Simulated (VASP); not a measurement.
Write the native input for VASP 6.6.1 that does the following.

| Quantity | Value |
| --- | --- |
| Task | single point |
| Functional | LDA |
| Potentials or basis | VASP PAW LDA potentials, release 64 (Cr_pv, Pd) |
| Cutoff | 520 eV |
| k mesh | 6 × 6 × 6 |
| Occupations | fermi-dirac, width 0.1 eV |
| Spin | collinear spin, ferromagnetic start |
| Starting moments | [3.0, 0.0, 0.0, 0.0] μB |
| Dipole correction | no |
| Further INCAR settings | ALGO = Normal; EDIFF = 1e-07; NBANDS = 33 |

The structure of CrPd3 lies in POSCAR:

```
CrPd3
1.0
    3.8204462150      0.0000000000      0.0000000000
    0.0000000000      3.8204462150      0.0000000000
    0.0000000000      0.0000000000      3.8204462150
Cr Pd
1 3
Direct
    0.0000000000      0.0000000000      0.0000000000
    0.0000000000      0.5000000000      0.5000000000
    0.5000000000      0.0000000000      0.5000000000
    0.5000000000      0.5000000000      0.0000000000
```

One way to write it, as run:

INCAR

```
  ALGO = Normal
  EDIFF = 1E-7
  ENCUT = 520
  ISIF = 2
  ISMEAR = -1
  ISPIN = 2
  LASPH = T
  LCHARG = F
  LMAXMIX = 4
  LORBIT = 11
  LREAL = F
  LWAVE = F
  MAGMOM = 3 0 0 0
  NBANDS = 33
  NELM = 150
  PREC = Accurate
  SIGMA = 0.1
```

KPOINTS

```
k-points
0
Gamma
  6 6 6
```

Potentials or basis: VASP PAW LDA potentials, release 64 (Cr_pv, Pd).

Launch:

```console
$ cat potpaw_LDA.64/Cr_pv/POTCAR potpaw_LDA.64/Pd/POTCAR > POTCAR
$ mpirun -np 1 vasp_std > vasp.out
```

It gave:

```json
{"Pressure": "-4.2 GPa", "Net moment": "2.49 μB per cell", "Site moments": "Cr +2.49; Pd -0.04 μB", "Valence electrons inside the program's atomic spheres": "Cr 10.63; Pd 9.62"}
```

It took 69 s on 1 thread of Intel Xeon 6975P-C, with other jobs on the host, peak memory 0.18 GiB.
